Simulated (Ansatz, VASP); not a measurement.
One calculation of Al9H, two programs

```
Al H
1.0
     5.70709    0.00000    0.00000
    -1.42677    9.70148    0.00000
     0.00000    0.00000   22.79037
Al H
18 2
Direct
  0.26622 0.06489 0.17551
  0.76622 0.06489 0.17551
  0.33548 0.34192 0.21920
  0.83548 0.34192 0.21920
  0.14933 0.59733 0.22794
  0.64933 0.59733 0.22794
  0.46318 0.85274 0.23668
  0.96318 0.85274 0.23668
  0.03198 0.12771 0.28083
  0.53198 0.12771 0.28083
  0.09979 0.40422 0.33011
  0.59979 0.40422 0.33011
  0.41440 0.65967 0.33698
  0.91440 0.65967 0.33698
  0.22631 0.91108 0.34493
  0.72631 0.91108 0.34493
  0.29624 0.18141 0.38571
  0.79624 0.18141 0.38571
  0.31432 0.91108 0.44757
  0.63830 0.91108 0.44757
```

Alike in both runs: task single point; functional PBE; k mesh 5 × 3 × 1; occupations gaussian, width 0.1 eV; no spin polarisation.

```csv
,VASP,Ansatz
version,VASP 6.6.1,Ansatz 0.2.0
potentials or method,"VASP PAW PBE potentials, release 64 (Al, H), cutoff 520 eV","scalar-relativistic, plane waves, PAW"
valence electrons in the cell,56,56
```

```tsv
	VASP	Ansatz	Ansatz less VASP
gap on the k mesh at the Fermi level (eV)	none	none	-
rms of the force components (eV/Å)	0.309	0.309	-0.0003
work function, face that differs most (eV)	4.19	4.19	-0.002
```

Atom by atom the forces differ by 0.001 eV/Å (rms over components). A gap of «none» marks a metal or a gap that the smearing closes. The functional is the same, so the differences come from potentials, cutoffs and numerics.
